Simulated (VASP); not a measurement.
# AlP (F-43m) in VASP: elastic constants with r2SCAN

Aim: the elastic constants of AlP with r2SCAN.

Program: VASP 6.6.1. These are calculated values, not measurements. Logs are shortened: lines on timing, memory, paths and dates and some standing lists are left out, and cuts for length are marked.

**1. The cell of the first run**

The structure is cubic, space group F-43m (No. 216). Conventional cell: a = 5.459 Å, b = 5.459 Å, c = 5.459 Å, α = 90.00°, β = 90.00°, γ = 90.00°. Within 3.1 Å of Al (site symmetry -43m) lie 4 P at 2.36 Å. P (site symmetry -43m) has 4 Al at 2.36 Å within 3.1 Å.

**2. Elastic constants, r2SCAN**

INCAR

```
SYSTEM = AlP
  ALGO = Normal
  EDIFF = 1E-8
  ENCUT = 550
  GGA_COMPAT = .False.
  IBRION = 6
  ISIF = 3
  ISMEAR = 0
  LASPH = .True.
  LCHARG = .False.
  LMIXTAU = .True.
  LREAL = .False.
  LWAVE = .False.
  METAGGA = R2SCAN
  NELM = 120
  NFREE = 2
  NSW = 1
  POTIM = 0.015
  PREC = Accurate
  SIGMA = 0.01
```

KPOINTS

```
k-points
0
Gamma
  8 8 8
  0 0 0
```

POSCAR

```
AlP
1.0
    0.0000000000      2.7294489351      2.7294489351
    2.7294489351      0.0000000000      2.7294489351
    2.7294489351      2.7294489351      0.0000000000
Al P
1 1
Direct
    0.0000000000      0.0000000000      0.0000000000
    0.7500000000      0.7500000000      0.7500000000
```

Potentials or basis: VASP PAW PBE potentials, release 64 (Al, P).

Launch:

```sh
$ cat potpaw_PBE.64/Al/POTCAR potpaw_PBE.64/P/POTCAR > POTCAR
$ mpirun -np 1 vasp_std > vasp.out
```

OUTCAR:

```text
SYSTEM = AlP
   EDIFF = 1E-8
   ENCUT = 550
   IBRION = 6
   ISIF = 3
   ISMEAR = 0
   LASPH = .True.
   LREAL = .False.
   METAGGA = R2SCAN
   NELM = 120
   NFREE = 2
   NSW = 1
   POTIM = 0.015
   PREC = Accurate

 ion  position               nearest neighbor table
   1  0.000  0.000  0.000-   2 2.36   2 2.36   2 2.36   2 2.36
   2  0.750  0.750  0.750-   1 2.36   1 2.36   1 2.36   1 2.36

  LATTYP: Found a face centered cubic cell.
 ALAT       =     5.4588978702

  Lattice vectors:

 A1 = (   0.0000000000,   2.7294489351,   2.7294489351)
 A2 = (   2.7294489351,   0.0000000000,   2.7294489351)
 A3 = (   2.7294489351,   2.7294489351,   0.0000000000)

Analysis of symmetry for initial positions (statically):
=====================================================================
 Subroutine PRICEL returns:
 Original cell was already a primitive cell.

 Routine SETGRP: Setting up the symmetry group for a
 face centered cubic supercell.

 Subroutine GETGRP returns: Found 24 space group operations
 (whereof 24 operations were pure point group operations)
 out of a pool of 48 trial point group operations.

The static configuration has the point symmetry T_d .

Analysis of symmetry for dynamics (positions and initial velocities):
=====================================================================
 Subroutine PRICEL returns:
 Original cell was already a primitive cell.

 Routine SETGRP: Setting up the symmetry group for a
 face centered cubic supercell.

 Subroutine GETGRP returns: Found 24 space group operations
 (whereof 24 operations were pure point group operations)
 out of a pool of 48 trial point group operations.

The dynamic configuration has the point symmetry T_d .

 Subroutine INISYM returns: Found 24 space group operations
 (whereof 24 operations are pure point group operations),
 and found     1 'primitive' translations

----------------------------------------------------------------------------------------

                                     Primitive cell

  volume of cell :      40.6682

  direct lattice vectors                    reciprocal lattice vectors
     0.000000000  2.729448935  2.729448935    -0.183187160  0.183187160  0.183187160
     2.729448935  0.000000000  2.729448935     0.183187160 -0.183187160  0.183187160
     2.729448935  2.729448935  0.000000000     0.183187160  0.183187160 -0.183187160

  length of vectors
     3.860023702  3.860023702  3.860023702     0.317289469  0.317289469  0.317289469

  position of ions in fractional coordinates (direct lattice)
     0.000000000  0.000000000  0.000000000
     0.750000000  0.750000000  0.750000000

  ion indices of the primitive-cell ions
   primitive index   ion index
                 1           1
                 2           2

----------------------------------------------------------------------------------------

 KPOINTS: k-points

Automatic generation of k-mesh.
 Grid dimensions read from file:
 generate k-points for:    8    8    8

 Generating k-lattice:

  Cartesian coordinates                     Fractional coordinates (reciprocal lattice)
    -0.022898395  0.022898395  0.022898395     0.125000000  0.000000000  0.000000000
     0.022898395 -0.022898395  0.022898395     0.000000000  0.125000000  0.000000000
     0.022898395  0.022898395 -0.022898395     0.000000000  0.000000000  0.125000000

  Length of vectors
     0.039661184  0.039661184  0.039661184

  Shift w.r.t. Gamma in fractional coordinates (k-lattice)
     0.000000000  0.000000000  0.000000000

 Subroutine IBZKPT returns following result:
 ===========================================

 Found     29 irreducible k-points:

 Following reciprocal coordinates:
            Coordinates               Weight
  0.000000  0.000000  0.000000      1.000000
  0.125000  0.000000  0.000000      8.000000
  0.250000  0.000000  0.000000      8.000000
  0.375000  0.000000  0.000000      8.000000
[... 54 lines left out ...]
   ISMEAR =     0;   SIGMA  =   0.01  broadening in eV -4-tet -1-fermi 0-gaus
   EFERMI_NEDOS =   21; number of points for ismear=-14 and -15
   IALGO  =     38    algorithm
   IMIX   =      4    mixing-type and parameters
     AMIX     =   0.40;   BMIX     =  1.00
     AMIX_MAG =   1.60;   BMIX_MAG =  1.00
  volume/ion in A,a.u.               =      20.33       137.22
  Fermi-wavevector in a.u.,A,eV,Ry     =   0.952109  1.799225 12.333830  0.906511
  Thomas-Fermi vector in A             =   2.080641
   LORBIT       =      0    0 simple, 1 ext, 2 COOP (PROOUT), +10 PAW based schemes
   METAGGA = R2SCAN    functional components
   LHFCALC =     F    Hartree Fock is set to
   AEXX    =    0.0000 exact exchange contribution
   IVDW    =     0    specifies the selected vdW correction
   LEPSILON=     F    determine dielectric tensor
   LRPA    =     F    only Hartree local field effects (RPA)
 finite differences with symmetry
 non-spin polarized calculation
 Gauss-broadening in eV      SIGMA  =   0.01
  energy-cutoff  :      550.00
  volume of cell :       40.67
 maximum number of plane-waves:      1243
 NGX is ok and might be reduce to    30
   NGX = 15   NGY = 15   NGZ = 15

--------------------------------------- Ionic step        1  -------------------------------------------

 number of electron       7.9999999 magnetization

 Free energy of the ion-electron system (eV)
  ---------------------------------------------------
  ext. energy  EPLUGINS =         0.00000000
  ---------------------------------------------------
  free energy    TOTEN  =       -17.20897311 eV

  energy without entropy =      -17.20897311  energy(sigma->0) =      -17.20897311

------------------------ aborting loop because EDIFF is reached ----------------------------------------

  FORCE on cell =-STRESS in cart. coord.  units (eV):
  Direction    XX          YY          ZZ          XY          YZ          ZX
  --------------------------------------------------------------------------------------
  -------------------------------------------------------------------------------------
  Total        0.1750821      0.1750821      0.1750821      0.0000000     -0.0000000      0.0000000
  in kB        6.8975915      6.8975915      6.8975915      0.0000000     -0.0000000      0.0000000
  external PRESSURE =       6.8975915 kB  Pullay stress =       0.0000000 kB
[... 89 lines left out ...]
  FREE ENERGIE OF THE ION-ELECTRON SYSTEM (eV)
  ---------------------------------------------------
  free  energy   TOTEN  =       -17.2023504833 eV

  energy  without entropy=      -17.2023504833  energy(sigma->0) =      -17.20235048

[... ionic steps 4 to 14 ...]

--------------------------------------- Ionic step       15  -------------------------------------------

 number of electron       7.9999999 magnetization

------------------------ aborting loop because EDIFF is reached ----------------------------------------
[... 67 lines left out ...]
--------------------------------------- Ionic step       17  -------------------------------------------

 number of electron       8.0000000 magnetization

 Free energy of the ion-electron system (eV)
  ---------------------------------------------------
  ext. energy  EPLUGINS =         0.00000000
  ---------------------------------------------------
  free energy    TOTEN  =       -17.20779533 eV

  energy without entropy =      -17.20779533  energy(sigma->0) =      -17.20779533

 E-fermi :   4.5175     XC(G=0):  -9.6332

 val. band max:        4.4560912239   @ k =   0.0000   0.0000   0.0000
 cond. band min:       6.3207588538   @ k =   0.0000   0.5000   0.5000
 fundamental gap:      1.8646676299
 Fermi energy:         4.5174772253

 k-point     1 :       0.0000    0.0000    0.0000
  band No.  band energies     occupation
      1      -7.5801      2.00000
      2       4.3685      2.00000
      3       4.4130      2.00000
      4       4.4561      2.00000
      5       8.4211      0.00000
      6       9.3745      0.00000
      7       9.3898      0.00000
      8       9.4065      0.00000
[... 243 lines left out ...]
 k-point    24 :      -0.3750    0.2500    0.1250
  band No.  band energies     occupation
      1      -5.5125      2.00000
      2      -0.8610      2.00000
      3       1.7644      2.00000
      4       2.8642      2.00000
      5       8.7675      0.00000
      6       9.4041      0.00000
      7      11.8547      0.00000
      8      12.7174      0.00000

 [... further k-points ...]

------------------------ aborting loop because EDIFF is reached ----------------------------------------

  FORCE on cell =-STRESS in cart. coord.  units (eV):
  Direction    XX          YY          ZZ          XY          YZ          ZX
  --------------------------------------------------------------------------------------
  -------------------------------------------------------------------------------------
  Total        0.1752565      0.1784214      0.1784214      0.0000000     -0.1264866      0.0000000
  in kB        6.9044625      7.0291467      7.0291467      0.0000000     -4.9831065      0.0000000
  external PRESSURE =       6.9875853 kB  Pullay stress =       0.0000000 kB
[... 17 lines left out ...]
  FREE ENERGIE OF THE ION-ELECTRON SYSTEM (eV)
  ---------------------------------------------------
  free  energy   TOTEN  =       -17.2077953287 eV

  energy  without entropy=      -17.2077953287  energy(sigma->0) =      -17.20779533

 INTERNAL STRAIN TENSORS FROM STRAINED CELLS
 ============================================

 INTERNAL STRAIN TENSOR FOR ION    1 for displacements in x,y,z  (eV/Angst):
          X           Y           Z          XY          YZ          ZX
  --------------------------------------------------------------------------------
  x    -0.00000     0.00000     0.00000    -0.00000    -8.40826     0.00000
  y    -0.00000     0.00000     0.00000     0.00000    -0.00000    -8.40821
  z    -0.00000     0.00000    -0.00000    -8.40823     0.00000     0.00000

 INTERNAL STRAIN TENSORS FROM DISPLACED ATOMS
 ============================================

 INTERNAL STRAIN TENSOR FOR ION    1 for displacements in x,y,z  (eV/Angst):
          X           Y           Z          XY          YZ          ZX
  --------------------------------------------------------------------------------
  x     0.00000     0.00000     0.00000     0.00000    -8.38400     0.00000
  y     0.00000     0.00000     0.00000     0.00000     0.00000    -8.38400
  z     0.00000     0.00000     0.00000    -8.38400     0.00000     0.00000

 INTERNAL STRAIN TENSOR FOR ION    2 for displacements in x,y,z  (eV/Angst):
          X           Y           Z          XY          YZ          ZX
  --------------------------------------------------------------------------------
  x     0.00000    -0.00000    -0.00000     0.00000     8.43361     0.00000
  y    -0.00000     0.00000    -0.00000     0.00000     0.00000     8.43361
  z    -0.00000    -0.00000     0.00000     8.43361     0.00000     0.00000

 Eigenvectors and eigenvalues of the dynamical matrix
 ----------------------------------------------------

   1 f  =   13.310529 THz    83.632519 2PiTHz  443.991452 cm-1    55.047899 meV
             X         Y         Z           dx          dy          dz
      0.000000  0.000000  0.000000    -0.000000   -0.000000    0.729516
      4.094173  4.094173  4.094173    -0.000000    0.000000   -0.683963
[... 21 lines left out ...]
   6 f/i=    0.030084 THz     0.189024 2PiTHz    1.003495 cm-1     0.124418 meV
             X         Y         Z           dx          dy          dz
      0.000000  0.000000  0.000000     0.382965    0.174061    0.539302
      4.094173  4.094173  4.094173     0.408471    0.185654    0.575220

--------------------------------------------------------------------------------------------------------

 ELASTIC MODULI CONTR FROM IONIC RELAXATION (kBar)
 Direction    XX          YY          ZZ          XY          YZ          ZX
 --------------------------------------------------------------------------------
 XX          -0.0000     -0.0000     -0.0000      0.0000      0.0000      0.0000
 YY          -0.0000     -0.0000     -0.0000      0.0000      0.0000      0.0000
 ZZ          -0.0000     -0.0000     -0.0000      0.0000      0.0000      0.0000
 XY           0.0000      0.0000      0.0000   -266.4026      0.0000      0.0000
 YZ           0.0000      0.0000      0.0000      0.0000   -266.4026      0.0000
 ZX           0.0000      0.0000      0.0000      0.0000      0.0000   -266.4026
 --------------------------------------------------------------------------------

 TOTAL ELASTIC MODULI (kBar)
 Direction    XX          YY          ZZ          XY          YZ          ZX
 --------------------------------------------------------------------------------
 XX        1402.4377    696.9053    696.9053      0.0000      0.0000      0.0000
 YY         696.9053   1402.4377    696.9053      0.0000     -0.0000      0.0000
 ZZ         696.9053    696.9053   1402.4377      0.0000      0.0000      0.0000
 XY           0.0000      0.0000      0.0000    680.5700      0.0000      0.0000
 YZ           0.0000     -0.0000      0.0000      0.0000    680.5700      0.0000
 ZX           0.0000      0.0000      0.0000      0.0000      0.0000    680.5700
 --------------------------------------------------------------------------------
```

It took 33 min on 1 thread of Oxide Virtual Turin-like, shared host; peak memory 0.23 GiB.

Results:

* Elastic constants C11, C12, C44: 140, 70, 68 GPa
* Voigt bulk modulus: 93 GPa
* Highest phonon frequency at Γ, LO-TO splitting left out: 444 cm⁻¹

Phonon frequencies in cm⁻¹ (negative: imaginary):
| q point | frequencies |
| --- | --- |
| (0.000, 0.000, 0.000) | -1 -1 -1 444 444 444 |

Elastic tensor in Voigt notation (GPa, in the Cartesian axes of the cell as first typed):
```
140  70  70   0   0   0
 70 140  70   0   0   0
 70  70 140   0   0   0
  0   0   0  68   0   0
  0   0   0   0  68   0
  0   0   0   0   0  68
```

Clamped-ion elastic tensor (GPa):
```
140  70  70   0   0   0
 70 140  70   0   0   0
 70  70 140   0   0   0
  0   0   0  95   0   0
  0   0   0   0  95   0
  0   0   0   0   0  95
```

Caveat: the PAW data sets were made with another functional, which shifts forces and pressure a little.
